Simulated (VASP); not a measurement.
Input of a VASP 6.6.1 run:

File INCAR:

```
SYSTEM = BN
PREC     = Accurate       ! precision mode
ENCUT    = 600            ! plane-wave cutoff, eV
EDIFF    = 1E-6           ! SCF threshold, eV
ISMEAR   = 0              ! smearing method
SIGMA    = 0.01           ! smearing width, eV
LREAL    = .False.        ! projectors in reciprocal space
LASPH    = .True.         ! aspherical terms in the spheres
NELM     = 120            ! most SCF steps
ALGO     = Normal         ! electronic algorithm
ISIF     = 2              ! what is computed and relaxed
LWAVE    = .False.        ! write WAVECAR
LCHARG   = .False.        ! write CHGCAR
GGA      = PE             ! functional
NBANDS   = 16             ! bands
GGA_COMPAT= .False.
```

The input KPOINTS:

```
Automatic mesh
0
Gamma
  12 12 8
  0 0 0
```

Contents of POSCAR:

```
BN
1.0
    2.5360000000      0.0000000000      0.0000000000
   -1.2680000000      2.1962404200      0.0000000000
    0.0000000000      0.0000000000      4.1990000000
B N
2 2
Direct
    0.6666666667      0.3333333333      0.0000000000
    0.3333333333      0.6666666667      0.5000000000
    0.6666666667      0.3333333333      0.3750000000
    0.3333333333      0.6666666667      0.8750000000
```

Potentials or basis: VASP PAW PBE potentials, release 64 (B, N).

Command:

```sh
$ cat potpaw_PBE.64/B/POTCAR potpaw_PBE.64/N/POTCAR > POTCAR
$ mpirun -np 1 vasp_std > vasp.out
```

(1) Estimate the pressure.

(2) Predict the band gap on the k mesh.

(3) Estimate the largest force.

Results:

(1) 8.0 GPa.

(2) 5.20 eV, indirect (least direct gap 8.35 eV).

(3) 0.058 eV/Å.
